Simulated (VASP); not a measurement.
# In (Im-3m) in VASP: further runs

The runs below take In through single point, with PBEsol.

All numbers are computed with VASP 6.6.1; they aren't measurements. Logs are shortened: lines on timing, memory, paths and dates and some standing lists are left out, and cuts for length are marked.

## Step 1: The cell of the first run

The structure is cubic, space group Im-3m (No. 229). The conventional cell has a = 3.765 Å, b = 3.765 Å, c = 3.765 Å, α = 90.00°, β = 90.00°, γ = 90.00°. In (site symmetry m-3m) has 14 In at 3.26 to 3.77 Å within 4.3 Å.

## Step 2: Single point, PBEsol

INCAR reads:

```
SYSTEM = In
PREC = Accurate ; ENCUT = 520
EDIFF = 1E-6 ; ISMEAR = 0
SIGMA = 0.15 ; LREAL = .FALSE.
LASPH = .TRUE. ; NELM = 60
ALGO = Normal ; ISIF = 2
LWAVE = .FALSE. ; LCHARG = .TRUE.
GGA = PS ; LELF = .TRUE.
LVHAR = .TRUE. ; NBANDS = 12
```

KPOINTS reads:

```
regular mesh
0
G
  18 18 18
  0 0 0
```

POSCAR reads:

```
In
1.0
   -1.8825252400      1.8825252400      1.8825252400
    1.8825252400     -1.8825252400      1.8825252400
    1.8825252400      1.8825252400     -1.8825252400
In
1
Direct
    0.0000000000      0.0000000000      0.0000000000
```

Potentials or basis: VASP PAW PBE potentials, release 64 (In_d).

On the command line:

```console
> cat potpaw_PBE.64/In_d/POTCAR > POTCAR
> mpirun -np 1 vasp_std > vasp.out
```

OUTCAR:

```text
SYSTEM = In
   PREC = Accurate
   ENCUT = 520
   EDIFF = 1E-6
   ISMEAR = 0
   LREAL = .FALSE.
   LASPH = .TRUE.
   NELM = 60
   ISIF = 2
   GGA = PS

 ion  position               nearest neighbor table
   1  0.000  0.000  0.000-

  LATTYP: Found a body centered cubic cell.
 ALAT       =     3.7650504800

  Lattice vectors:

 A1 = (  -1.8825252400,   1.8825252400,   1.8825252400)
 A2 = (   1.8825252400,  -1.8825252400,   1.8825252400)
 A3 = (   1.8825252400,   1.8825252400,  -1.8825252400)

Analysis of symmetry for initial positions (statically):
=====================================================================
 Subroutine PRICEL returns:
 Original cell was already a primitive cell.

 Routine SETGRP: Setting up the symmetry group for a
 body centered cubic supercell.

 Subroutine GETGRP returns: Found 48 space group operations
 (whereof 48 operations were pure point group operations)
 out of a pool of 48 trial point group operations.

The static configuration has the point symmetry O_h .

Analysis of symmetry for dynamics (positions and initial velocities):
=====================================================================
 Subroutine PRICEL returns:
 Original cell was already a primitive cell.

 Routine SETGRP: Setting up the symmetry group for a
 body centered cubic supercell.

 Subroutine GETGRP returns: Found 48 space group operations
 (whereof 48 operations were pure point group operations)
 out of a pool of 48 trial point group operations.

The dynamic configuration has the point symmetry O_h .

 Subroutine INISYM returns: Found 48 space group operations
 (whereof 48 operations are pure point group operations),
 and found     1 'primitive' translations

----------------------------------------------------------------------------------------

                                     Primitive cell

  volume of cell :      26.6859

  direct lattice vectors                    reciprocal lattice vectors
    -1.882525240  1.882525240  1.882525240     0.000000000  0.265600689  0.265600689
     1.882525240 -1.882525240  1.882525240     0.265600689  0.000000000  0.265600689
     1.882525240  1.882525240 -1.882525240     0.265600689  0.265600689  0.000000000

  length of vectors
     3.260629362  3.260629362  3.260629362     0.375616096  0.375616096  0.375616096

  position of ions in fractional coordinates (direct lattice)
     0.000000000  0.000000000  0.000000000

  ion indices of the primitive-cell ions
   primitive index   ion index
                 1           1

----------------------------------------------------------------------------------------

 KPOINTS: regular mesh

Automatic generation of k-mesh.
 Grid dimensions read from file:
 generate k-points for:   18   18   18

 Generating k-lattice:

  Cartesian coordinates                     Fractional coordinates (reciprocal lattice)
     0.000000000  0.014755594  0.014755594     0.055555556  0.000000000  0.000000000
     0.014755594  0.000000000  0.014755594     0.000000000  0.055555556  0.000000000
     0.014755594  0.014755594  0.000000000     0.000000000  0.000000000  0.055555556

  Length of vectors
     0.020867561  0.020867561  0.020867561

  Shift w.r.t. Gamma in fractional coordinates (k-lattice)
     0.000000000  0.000000000  0.000000000

 Subroutine IBZKPT returns following result:
 ===========================================

 Found    195 irreducible k-points:

 Following reciprocal coordinates:
            Coordinates               Weight
  0.000000  0.000000  0.000000      1.000000
  0.055556  0.000000  0.000000     12.000000
  0.111111  0.000000  0.000000     12.000000
  0.166667  0.000000  0.000000     12.000000
  0.222222  0.000000  0.000000     12.000000
  0.277778  0.000000  0.000000     12.000000
[... 16 lines left out ...]
  0.333333  0.111111  0.000000     48.000000
  0.388889  0.111111 -0.000000     48.000000
 [... further k-points ...]
   k-points           NKPTS =    195   k-points in BZ     NKDIM =    195   number of bands    NBANDS=     12
   number of dos      NEDOS =    301   number of ions     NIONS =      1
   total plane-waves  NPLWV =  13824
   dimension x,y,z NGX =    24 NGY =   24 NGZ =   24
   dimension x,y,z NGXF=    48 NGYF=   48 NGZF=   48
   ions per type =               1
   NGX,Y,Z   is equivalent  to a cutoff of  12.24, 12.24, 12.24 a.u.
   NGXF,Y,Z  is equivalent  to a cutoff of  24.47, 24.47, 24.47 a.u.
 SYSTEM =  In
   PREC   = accura    normal or accurate (medium, high low for compatibility)
   ISTART =      0    job   : 0-new  1-cont  2-samecut
   ICHARG =      2    charge: 1-file 2-atom 10-const
   ISPIN  =      1    spin polarized calculation?
   LNONCOLLINEAR =      F non collinear calculations
   LSORBIT =      F    spin-orbit coupling
   LASPH  =      T    aspherical Exc in radial PAW
   ENCUT  =  520.0 eV  38.22 Ry    6.18 a.u.   6.06  6.06  6.06*2*pi/ulx,y,z
   NELM   =     60;   NELMIN=  2; NELMDL= -5     # of ELM steps
   EDIFF  = 0.1E-05   stopping-criterion for ELM
   LREAL  =      F    real-space projection
   EDIFFG = 0.1E-04   stopping-criterion for IOM
   NSW    =      0    number of steps for IOM
   IBRION =     -1    ionic relax: 0-MD 1-quasi-New 2-CG
   NFREE  =      0    steps in history (QN), initial steepest desc. (CG)
   ISIF   =      2    stress and relaxation
   ISYM   =      2    0-nonsym 1-usesym 2-fastsym
   POTIM  = 0.5000    time-step for ionic-motion
   TEBEG  =    0.0;   TEEND  =   0.0 temperature during run
   PSTRESS=    0.0 pullay stress
   NELECT =      13.0000    total number of electrons
   NUPDOWN=      -1.0000    fix difference up-down
   EMIN   =  10.00;   EMAX   =-10.00  energy-range for DOS
   EFERMI =   0.00;   METHOD = LEGACY
   ISMEAR =     0;   SIGMA  =   0.15  broadening in eV -4-tet -1-fermi 0-gaus
   EFERMI_NEDOS =   21; number of points for ismear=-14 and -15
   IALGO  =     38    algorithm
   IMIX   =      4    mixing-type and parameters
     AMIX     =   0.40;   BMIX     =  1.00
     AMIX_MAG =   1.60;   BMIX_MAG =  1.00
  volume/ion in A,a.u.               =      26.69       180.09
  Fermi-wavevector in a.u.,A,eV,Ry     =   1.288136  2.434225 22.576080  1.659295
  Thomas-Fermi vector in A             =   2.420108
   LORBIT       =      0    0 simple, 1 ext, 2 COOP (PROOUT), +10 PAW based schemes
   GGA     = PS    functional components
   LHFCALC =     F    Hartree Fock is set to
   AEXX    =    0.0000 exact exchange contribution
   IVDW    =     0    specifies the selected vdW correction
   LEPSILON=     F    determine dielectric tensor
   LRPA    =     F    only Hartree local field effects (RPA)
 non-spin polarized calculation
 Gauss-broadening in eV      SIGMA  =   0.15
  energy-cutoff  :      520.00
  volume of cell :       26.69
 maximum number of plane-waves:       736
   NGX = 13   NGY = 13   NGZ = 13

 number of electron      13.0000005 magnetization

 Free energy of the ion-electron system (eV)
  ---------------------------------------------------
  ext. energy  EPLUGINS =         0.00000000
  ---------------------------------------------------
  free energy    TOTEN  =        -2.96981552 eV

  energy without entropy =       -2.96450963  energy(sigma->0) =       -2.96716257

 E-fermi :   7.1333     XC(G=0): -10.3129

 val. band max:        7.1215984364   @ k =  -0.3889   0.3889   0.1667
 cond. band min:       7.1440605715   @ k =  -0.3889   0.4444   0.2222
 fundamental gap:      0.0224621351
 Fermi energy:         7.1332596369

 k-point     1 :       0.0000    0.0000    0.0000
  band No.  band energies     occupation
      1      -7.4351      2.00000
      2      -7.4351      2.00000
      3      -7.4351      2.00000
      4      -7.1678      2.00000
      5      -7.1678      2.00000
      6      -2.2900      2.00000
      7      18.0074      0.00000
      8      18.0074      0.00000
      9      18.0074      0.00000
     10      20.0791      0.00000
     11      20.0791      0.00000
     12      20.0791      0.00000

 k-point     2 :       0.0556    0.0000    0.0000
  band No.  band energies     occupation
      1      -7.4383      2.00000
      2      -7.4320      2.00000
      3      -7.4226      2.00000
      4      -7.1713      2.00000
      5      -7.1679      2.00000
      6      -2.2197      2.00000
      7      17.2655      0.00000
      8      17.6507      0.00000
      9      17.8433      0.00000
     10      19.5083      0.00000
     11      19.7847      0.00000
     12      19.9718      0.00000

 k-point     3 :       0.1111    0.0000    0.0000
  band No.  band energies     occupation
      1      -7.4477      2.00000
      2      -7.4240      2.00000
      3      -7.3867      2.00000
      4      -7.1809      2.00000
      5      -7.1684      2.00000
      6      -2.0077      2.00000
      7      15.5666      0.00000
      8      16.8642      0.00000
      9      17.3692      0.00000
     10      18.9197      0.00000
     11      19.2355      0.00000
     12      19.9595      0.00000

 k-point     4 :       0.1667    0.0000    0.0000
  band No.  band energies     occupation
      1      -7.4621      2.00000
      2      -7.4156      2.00000
      3      -7.3309      2.00000
      4      -7.1932      2.00000
      5      -7.1688      2.00000
      6      -1.6517      2.00000
      7      13.6390      0.00000
      8      15.9766      0.00000
      9      16.7274      0.00000
     10      18.4405      0.00000
     11      18.6924      0.00000
     12      20.2165      0.00000

 k-point     5 :       0.2222    0.0000    0.0000
  band No.  band energies     occupation
      1      -7.4796      2.00000
      2      -7.4127      2.00000
      3      -7.2613      2.00000
      4      -7.2028      2.00000
      5      -7.1693      2.00000
      6      -1.1493      2.00000
      7      11.7201      0.00000
      8      15.1287      0.00000
      9      16.0744      0.00000
     10      18.0355      0.00000
     11      18.2186      0.00000
     12      20.6914      0.00000

 k-point     6 :       0.2778    0.0000    0.0000
  band No.  band energies     occupation
      1      -7.4983      2.00000
      2      -7.4197      2.00000
      3      -7.2051      2.00000
      4      -7.1861      2.00000
      5      -7.1697      2.00000
      6      -0.4989      2.00000
      7       9.8768      0.00000
      8      14.3820      0.00000
      9      15.4913      0.00000
     10      17.7090      0.00000
     11      17.8293      0.00000
     12      21.3337      0.00000

 k-point     7 :       0.3333    0.0000    0.0000
  band No.  band energies     occupation
      1      -7.5157      2.00000
      2      -7.4354      2.00000
      3      -7.1999      2.00000
      4      -7.1699      2.00000
      5      -7.1141      2.00000
      6       0.2987      2.00000
      7       8.1367      0.00000
      8      13.7710      0.00000
      9      15.0156      0.00000
     10      17.4621      0.00000
     11      17.5276      0.00000
     12      22.1055      0.00000

 k-point     8 :       0.3889    0.0000    0.0000
  band No.  band energies     occupation
      1      -7.5299      2.00000
      2      -7.4532      2.00000
      3      -7.1917      2.00000
      4      -7.1700      2.00000
      5      -7.0545      2.00000
      6       1.2390      2.00000
      7       6.5170      2.00000
      8      13.3187      0.00000
      9      14.6660      0.00000
     10      17.2912      0.00000
     11      17.3133      0.00000
     12      22.9566      0.00000
[... 166 lines left out ...]
 k-point    20 :       0.1667    0.1111    0.0000
  band No.  band energies     occupation
      1      -7.4685      2.00000
      2      -7.4173      2.00000
      3      -7.2442      2.00000
      4      -7.2093      2.00000
      5      -7.1700      2.00000
      6      -0.9327      2.00000
      7      11.7460      0.00000
      8      13.3419      0.00000
      9      15.3718      0.00000
     10      18.7223      0.00000
     11      19.4911      0.00000
     12      20.6796      0.00000

 k-point    21 :       0.2222    0.1111    0.0000
  band No.  band energies     occupation
      1      -7.4846      2.00000
      2      -7.4152      2.00000
      3      -7.2132      2.00000
      4      -7.1890      2.00000
      5      -7.1641      2.00000
      6      -0.2816      2.00000
      7       9.9971      0.00000
      8      12.6111      0.00000
      9      14.7902      0.00000
     10      18.3531      0.00000
     11      19.8560      0.00000
     12      20.6372      0.00000

 k-point    22 :       0.2778    0.1111    0.0000
  band No.  band energies     occupation
      1      -7.5001      2.00000
      2      -7.4217      2.00000
      3      -7.2076      2.00000
      4      -7.1782      2.00000
      5      -7.1183      2.00000
      6       0.5150      2.00000
      7       8.3009      0.00000
      8      12.0526      0.00000
      9      14.3174      0.00000
     10      18.0588      0.00000
     11      19.8805      0.00000
     12      21.0159      0.00000

 k-point    23 :       0.3333    0.1111    0.0000
  band No.  band energies     occupation
      1      -7.5128      2.00000
      2      -7.4330      2.00000
      3      -7.1981      2.00000
      4      -7.1787      2.00000
      5      -7.0706      2.00000
      6       1.4516      2.00000
      7       6.7079      1.99994
      8      11.6496      0.00000
      9      13.9702      0.00000
     10      17.8489      0.00000
     11      19.7332      0.00000
     12      21.7203      0.00000

 k-point    24 :       0.3889    0.1111   -0.0000
  band No.  band energies     occupation
      1      -7.5210      2.00000
      2      -7.4428      2.00000
      3      -7.1893      2.00000
      4      -7.1803      2.00000
      5      -7.0385      2.00000
      6       2.5068      2.00000
      7       5.2549      2.00000
      8      11.4048      0.00000
      9      13.7585      0.00000
     10      17.7239      0.00000
     11      19.6192      0.00000
     12      22.5464      0.00000

 [... further k-points ...]
[... 5 lines left out ...]
  --------------------------------------------------------------------------------------
  -------------------------------------------------------------------------------------
  Total       -0.2259888     -0.2259888     -0.2259888      0.0000000      0.0000000     -0.0000000
  in kB      -13.5679767    -13.5679767    -13.5679767      0.0000000      0.0000000     -0.0000000
  external PRESSURE =     -13.5679767 kB  Pullay stress =       0.0000000 kB

 VOLUME and BASIS-vectors are now :
 -----------------------------------------------------------------------------
  energy-cutoff  :      520.00
  volume of cell :       26.69
      direct lattice vectors                 reciprocal lattice vectors
    -1.882525240  1.882525240  1.882525240     0.000000000  0.265600689  0.265600689
     1.882525240 -1.882525240  1.882525240     0.265600689  0.000000000  0.265600689
     1.882525240  1.882525240 -1.882525240     0.265600689  0.265600689  0.000000000

 POSITION                                       TOTAL-FORCE (eV/Angst)
 -----------------------------------------------------------------------------------
      0.00000      0.00000      0.00000         0.000000     -0.000000      0.000000
 -----------------------------------------------------------------------------------
    total drift:                               -0.000000      0.000000      0.000000

  FREE ENERGIE OF THE ION-ELECTRON SYSTEM (eV)
  ---------------------------------------------------
  free  energy   TOTEN  =        -2.9698155217 eV

  energy  without entropy=       -2.9645096254  energy(sigma->0) =       -2.96716257
```

Run time: 36 s. Hardware: 1 thread of AMD EPYC 7R43 (Zen 3), shared host; peak memory 0.15 GiB.

Results:

```yaml
Free_energy: -2.9698 eV
Pressure: -1.4 GPa
```

Caveat: the PAW data sets were made with another functional, which shifts forces and pressure a little; spin-orbit coupling is left out, which moves the levels of the heavy elements.

## Step 3: Single point, PBEsol

INCAR reads:

```
SYSTEM = In
PREC = Accurate ; ENCUT = 520
EDIFF = 1E-6 ; ISMEAR = 0
SIGMA = 0.15 ; LREAL = .False.
LASPH = .True. ; NELM = 100
ALGO = Normal ; ISIF = 2
LWAVE = .False. ; LCHARG = .False.
GGA = PS ; NBANDS = 12
```

KPOINTS reads:

```
regular mesh
0
Gamma
  20 20 20
  0 0 0
```

POSCAR is that of step 2.

Potentials or basis: VASP PAW PBE potentials, release 64 (In_d).

On the command line:

```console
> cat potpaw_PBE.64/In_d/POTCAR > POTCAR
> mpirun -np 1 vasp_std > vasp.out
```

It took 46 s on 1 thread of AMD EPYC 7R43 (Zen 3), shared host; peak memory 0.16 GiB.

Results (log left out):

```
Free energy : -2.9686 eV
Pressure    : -1.3 GPa
```

Levels at points of the mesh, in eV from the Fermi level:
```
           k point  band 4  band 5  band 6  band 7  band 8  band 9
(0.00, 0.00, 0.00)  -14.28  -14.28   -9.40   10.89   10.89   10.89
(0.50, 0.00, 0.00)  -14.28  -14.12   -3.92   -3.10    5.83    7.27
(0.50, 0.50, 0.50)  -14.16  -14.16    0.88    1.27    1.27    1.27
```

Caveat: the PAW data sets were made with another functional, which shifts forces and pressure a little; spin-orbit coupling is left out, which moves the levels of the heavy elements.
